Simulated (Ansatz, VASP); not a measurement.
## One calculation of Zr5N, two programs

```
CELL_PARAMETERS angstrom
0.00000 3.70533 3.70533
3.70533 0.00000 3.70533
3.70533 3.70533 0.00000
ATOMIC_POSITIONS crystal
Zr 0.75000 0.75000 0.75000
Zr 0.10287 0.10287 0.10287
Zr 0.10287 0.10287 0.69140
Zr 0.10287 0.69140 0.10287
Zr 0.69140 0.10287 0.10287
N 0.25000 0.25000 0.25000
```

Alike in both runs: task relaxation of cell and atoms; functional PBE; k mesh 4 × 4 × 4; occupations gaussian, width 0.1 eV; no spin polarisation.

|  | VASP | Ansatz |
| --- | --- | --- |
| version | VASP 6.6.1 | Ansatz 0.2.0 |
| potentials or method | VASP PAW PBE potentials, release 64 (Zr_sv, N), cutoff 600 eV | scalar-relativistic, plane waves, PAW |
| valence electrons in the cell | 65 | 65 |

|  | VASP | Ansatz | Ansatz less VASP |
| --- | --- | --- | --- |
| gap on the k mesh at the Fermi level, each at its own relaxed structure (eV) | none | none | - |
| relaxed volume (Å³/atom) | 29.37 | 29.45 | +0.087 |
| relaxed cell length with the largest relative difference (Å) | 6.293 | 6.299 | +0.0062 |

A gap of «none» marks a metal or a gap that the smearing closes.

The k mesh is coarse, so the values compare programs but aren't converged. Noted on VASP's run: the volume moved by over 15 % at a fixed basis, so the end points are rough.
